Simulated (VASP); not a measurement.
# SbP (rocksalt type) (Fm-3m) in VASP: a series of runs, part 3 of 3

VASP 6.6.1.

## Step 5: Electric field gradients, PBE (volume scaled by 0.98)

INCAR

```
ALGO = Normal
EDIFF = 1E-8
ENCUT = 520
GGA = PE
ISIF = 2
ISMEAR = -1
LASPH = T
LCHARG = F
LEFG = T
LREAL = F
LWAVE = F
NBANDS = 12
NELM = 100
PREC = Accurate
SIGMA = 0.05
```

KPOINTS

```
k-points
0
Gamma
  11 11 11
```

POSCAR

```
SbP
1.0
    0.0000000000      2.7988206053      2.7988206053
    2.7988206053      0.0000000000      2.7988206053
    2.7988206053      2.7988206053      0.0000000000
Sb P
1 1
Direct
    0.0000000000      0.0000000000      0.0000000000
    0.5000000000      0.5000000000      0.5000000000
```

Potentials or basis: VASP PAW PBE potentials, release 64 (Sb, P).

The run is started by

```console
> cat potpaw_PBE.64/Sb/POTCAR potpaw_PBE.64/P/POTCAR > POTCAR
> mpirun -np 1 vasp_std > vasp.out
```

OUTCAR:

```text
EDIFF = 1E-8
   ENCUT = 520
   GGA = PE
   ISIF = 2
   ISMEAR = -1
   LASPH = T
   LREAL = F
   NELM = 100
   PREC = Accurate

 ion  position               nearest neighbor table
   1  0.000  0.000  0.000-   2 2.80   2 2.80   2 2.80   2 2.80   2 2.80   2 2.80
   2  0.500  0.500  0.500-   1 2.80   1 2.80   1 2.80   1 2.80   1 2.80   1 2.80

  LATTYP: Found a face centered cubic cell.
 ALAT       =     5.5976412106

  Lattice vectors:

 A1 = (   0.0000000000,   2.7988206053,   2.7988206053)
 A2 = (   2.7988206053,   0.0000000000,   2.7988206053)
 A3 = (   2.7988206053,   2.7988206053,   0.0000000000)

Analysis of symmetry for initial positions (statically):
=====================================================================
 Subroutine PRICEL returns:
 Original cell was already a primitive cell.

 Routine SETGRP: Setting up the symmetry group for a
 face centered cubic supercell.

 Subroutine GETGRP returns: Found 48 space group operations
 (whereof 48 operations were pure point group operations)
 out of a pool of 48 trial point group operations.

The static configuration has the point symmetry O_h .

Analysis of symmetry for dynamics (positions and initial velocities):
=====================================================================
 Subroutine PRICEL returns:
 Original cell was already a primitive cell.

 Routine SETGRP: Setting up the symmetry group for a
 face centered cubic supercell.

 Subroutine GETGRP returns: Found 48 space group operations
 (whereof 48 operations were pure point group operations)
 out of a pool of 48 trial point group operations.

The dynamic configuration has the point symmetry O_h .

[... 503 lines left out ...]
      4       7.1060      2.00000
      5       8.4383      0.02659
      6       8.5782      0.00164
      7       8.9358      0.00000
      8      12.3347      0.00000
      9      14.2236      0.00000
     10      14.2308      0.00000
     11      17.0002      0.00000
     12      17.2015      0.00000

 [... further k-points ...]

------------------------ aborting loop because EDIFF is reached ----------------------------------------

  FORCE on cell =-STRESS in cart. coord.  units (eV):
  Direction    XX          YY          ZZ          XY          YZ          ZX
  --------------------------------------------------------------------------------------
  -------------------------------------------------------------------------------------
  Total        0.4149905      0.4149905      0.4149905     -0.0000000      0.0000000      0.0000000
  in kB       15.1632931     15.1632931     15.1632931     -0.0000000      0.0000000      0.0000000
  external PRESSURE =      15.1632931 kB  Pullay stress =       0.0000000 kB

 VOLUME and BASIS-vectors are now :
 -----------------------------------------------------------------------------
  energy-cutoff  :      520.00
  volume of cell :       43.85
      direct lattice vectors                 reciprocal lattice vectors
     0.000000000  2.798820605  2.798820605    -0.178646677  0.178646677  0.178646677
     2.798820605  0.000000000  2.798820605     0.178646677 -0.178646677  0.178646677
     2.798820605  2.798820605  0.000000000     0.178646677  0.178646677 -0.178646677

 POSITION                                       TOTAL-FORCE (eV/Angst)
 -----------------------------------------------------------------------------------
      0.00000      0.00000      0.00000        -0.000000      0.000000      0.000000
      2.79882      2.79882      2.79882         0.000000      0.000000     -0.000000
 -----------------------------------------------------------------------------------
    total drift:                               -0.000000     -0.000000      0.000000

  FREE ENERGIE OF THE ION-ELECTRON SYSTEM (eV)
  ---------------------------------------------------
  free  energy   TOTEN  =        -9.2682668627 eV

  energy  without entropy=       -9.2650040229  energy(sigma->0) =       -9.26663544

 Electric field gradients (V/A^2)
---------------------------------------------------------------------
 ion       V_xx      V_yy      V_zz      V_xy      V_xz      V_yz
---------------------------------------------------------------------
   1       0.000    -0.000     0.000     0.000     0.000     0.000
   2      -0.000     0.000    -0.000    -0.000    -0.000    -0.000
---------------------------------------------------------------------

 Electric field gradients after diagonalization (V/A^2)
 (convention: |V_zz| > |V_xx| > |V_yy|)
----------------------------------------------------------------------
 ion       V_xx      V_yy      V_zz     asymmetry (V_yy - V_xx)/ V_zz
----------------------------------------------------------------------
   1      -0.000    -0.000     0.000       0.000
   2       0.000     0.000    -0.001       0.000
----------------------------------------------------------------------

           NMR quadrupolar parameters

 Cq : quadrupolar parameter    Cq=e*Q*V_zz/h
 eta: asymmetry parameters     (V_yy - V_xx)/ V_zz
 Q  : nuclear electric quadrupole moment in mb (millibarn)
----------------------------------------------------------------------
 ion       Cq(MHz)       eta       Q (mb)
----------------------------------------------------------------------
   1       0.000       0.000       1.000
   2      -0.000       0.000       1.000
----------------------------------------------------------------------
```

OSZICAR:

```text
N       E                     dE             d eps       ncg     rms          rms(c)
DAV:   1     0.254923469235E+02    0.25492E+02   -0.38648E+03  1344   0.664E+02
DAV:   2    -0.795979030506E+01   -0.33452E+02   -0.32064E+02  1876   0.110E+02
DAV:   3    -0.942957595117E+01   -0.14698E+01   -0.14607E+01  1656   0.229E+01
DAV:   4    -0.944092677196E+01   -0.11351E-01   -0.11349E-01  1572   0.245E+00
DAV:   5    -0.944103685967E+01   -0.11009E-03   -0.11009E-03  1692   0.251E-01    0.424E+00
DAV:   6    -0.926589858938E+01    0.17514E+00   -0.68792E-01  1456   0.287E+00    0.256E+00
DAV:   7    -0.926772459588E+01   -0.18260E-02   -0.73197E-02  1632   0.126E+00    0.117E+00
DAV:   8    -0.926822678985E+01   -0.50219E-03   -0.64216E-03  1504   0.380E-01    0.177E-01
DAV:   9    -0.926823281379E+01   -0.60239E-05   -0.10922E-03  1548   0.156E-01    0.688E-02
DAV:  10    -0.926825939436E+01   -0.26581E-04   -0.76526E-05  1676   0.562E-02    0.214E-02
DAV:  11    -0.926826675313E+01   -0.73588E-05   -0.18317E-05  1576   0.226E-02    0.469E-03
DAV:  12    -0.926826676925E+01   -0.16123E-07   -0.10043E-06  1628   0.636E-03    0.340E-03
DAV:  13    -0.926826669806E+01    0.71193E-07   -0.55799E-08  1644   0.136E-03    0.134E-03
DAV:  14    -0.926826682991E+01   -0.13185E-06   -0.14483E-08  1028   0.509E-04    0.309E-04
DAV:  15    -0.926826685620E+01   -0.26284E-07   -0.25439E-09   812   0.273E-04    0.129E-04
DAV:  16    -0.926826686272E+01   -0.65249E-08   -0.18080E-10   780   0.970E-05
   1 F= -.92682669E+01 E0= -.92666354E+01  d E =-.326284E-02
```

stdout:

```text
POSCAR found type information on POSCAR SbP
 POSCAR found :  2 types and       2 ions
 scaLAPACK will be used
 LDA part: xc-table for (Slater+PW92), standard interpolation
 POSCAR, INCAR and KPOINTS ok, starting setup
 FFT: planning ... GRIDC
 FFT: planning ... GRID_SOFT
 FFT: planning ... GRID
 WAVECAR not read
 entering main loop
ion   1

ion   2
```

Run time: 30 s. Hardware: 1 thread of Intel Xeon Platinum 8488C (Sapphire Rapids), shared host; peak memory 0.18 GiB.

What came out:

```
Free energy            : -9.2683 eV
Pressure               : 1.5 GPa
Band gap on the k mesh : zero (band 5 reaches 8.44 eV, above the bottom of band 6 at 7.97 eV)
```

Caveat: without QUAD_EFG the Cq values of the log hold for a quadrupole moment of 1 mb, not for the nuclei; spin-orbit coupling is left out, which moves the levels of the heavy elements.

## Step 6: The runs side by side

| task | cell | k mesh for the DOS | occupations for the DOS | gap on the mesh (eV) | pressure (GPa) |
| --- | --- | --- | --- | --- | --- |
| density of states | a = 3.985 Å, angles 60.0°, 2 atoms | 17 × 17 × 17 | tetrahedron | - | - |
| electric field gradients | a = 3.931 Å, angles 60.0°, 2 atoms | - | - | none | 3.3 |
| electric field gradients | a = 3.958 Å, angles 60.0°, 2 atoms | - | - | none | 1.5 |

Alike in all rows: level PBE; potentials or basis VASP PAW PBE potentials, release 64 (Sb, P); no spin polarisation; k mesh 11 × 11 × 11; cutoff (eV) 520; smearing fermi-dirac 0.05 eV.

Caveats: spin-orbit coupling is left out, which moves the levels of the heavy elements.

Total energies depend on the potentials used, so only differences within one code and one set of settings carry meaning.
